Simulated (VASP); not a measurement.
A run of VASP 6.6.1 is set up as follows.

The input INCAR:

```
SYSTEM = Ta
  PREC = Accurate
  ENCUT = 520
  EDIFF = 1E-7
  ISMEAR = 0
  SIGMA = 0.15
  LREAL = .FALSE.
  LASPH = .TRUE.
  NELM = 100
  ALGO = Normal
  ISIF = 2
  LWAVE = .FALSE.
  LCHARG = .TRUE.
  GGA = PS
  LELF = .TRUE.
  LVHAR = .TRUE.
  NBANDS = 12
```

File KPOINTS:

```
regular mesh
0
G
  20 20 20
  0 0 0
```

File POSCAR:

```
Ta
1.0
   -1.6265108000      1.6265108000      1.6512800000
    1.6265108000     -1.6265108000      1.6512800000
    1.6265108000      1.6265108000     -1.6512800000
Ta
1
Direct
    0.0000000000      0.0000000000      0.0000000000
```

Potentials or basis: VASP PAW PBE potentials, release 64 (Ta_pv).

Run with:

```bash
$ cat potpaw_PBE.64/Ta_pv/POTCAR > POTCAR
$ mpirun -np 1 vasp_std > vasp.out
```

Estimate the pressure.

2.7 GPa.

Stress tensor (GPa, compression positive):
```
3.36 0.00 0.00
0.00 3.36 0.00
0.00 0.00 1.36
```

Caveat: the cell differs from its parent crystal (strain -0.0150 x Voigt [1, 1, 0, 0, 0, 0]); the PAW data sets were made with another functional, which shifts forces and pressure a little.
